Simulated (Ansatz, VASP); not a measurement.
## BiAs in VASP and in Ansatz

The input INCAR:

```
SYSTEM = BiAs
PREC = Accurate
ENCUT = 520
EDIFF = 1E-8
ISMEAR = -1
SIGMA = 0.05
LREAL = .False.
LASPH = .True.
NELM = 80
ALGO = Normal
ISIF = 2
LWAVE = .False.
LCHARG = .False.
GGA = PE
LEFG = .True.
NBANDS = 17
```

KPOINTS

```
regular mesh
0
Gamma
  13 13 13
  0 0 0
```

POSCAR

```
BiAs
1.0
    3.7306260189      0.0000000000      0.0000000000
    0.0000000000      3.7306260189      0.0000000000
    0.0000000000      0.0000000000      3.7306260189
As Bi
1 1
Direct
    0.0000000000      0.0000000000      0.0000000000
    0.5000000000      0.5000000000      0.5000000000
```

Input for Ansatz:

```yaml
crystal:
  lattice:
    - [3.7306260189, 0.0, 0.0]
    - [0.0, 3.7306260189, 0.0]
    - [0.0, 0.0, 3.7306260189]
  atoms:
    - { symbol: As, position: [0.0, 0.0, 0.0] }
    - { symbol: Bi, position: [0.5, 0.5, 0.5] }
kpoints:
  mp_grid: { grid: [13, 13, 13] }
scf:
  occupations: { method: fermi_dirac, width: 0.05 }
hamiltonian:
  xc: pbe
  pseudopotentials: { kind: paw }
output:
  forces: true
  stress: true
  eigenvalues: true
  efg: { contact_densities: true }
```

Change from the starting cell: volume scaled by 1.03, PAW files.

Alike in both runs: task electric field gradients; functional PBE; k mesh 13 × 13 × 13; occupations fermi-dirac, width 0.05 eV; no spin polarisation.

|  | VASP | Ansatz |
| --- | --- | --- |
| version | VASP 6.6.1 | Ansatz 0.2.0 |
| potentials or method | VASP PAW PBE potentials, release 64 (As, Bi_d) | PAW with Ansatz's default frozen-core files, scalar-relativistic |
| plane-wave cutoff (eV) | 520 | 420 |
| valence electrons in the cell | 20 | 30 |

|  | VASP | Ansatz | Ansatz less VASP |
| --- | --- | --- | --- |
| pressure (GPa) | -1.8 | -1.8 | +0.01 |

VASP's potentials hold 20 valence electrons a cell and Ansatz's 30, so a difference there can come from the potentials and not from the codes.

Spin-orbit coupling is off throughout.
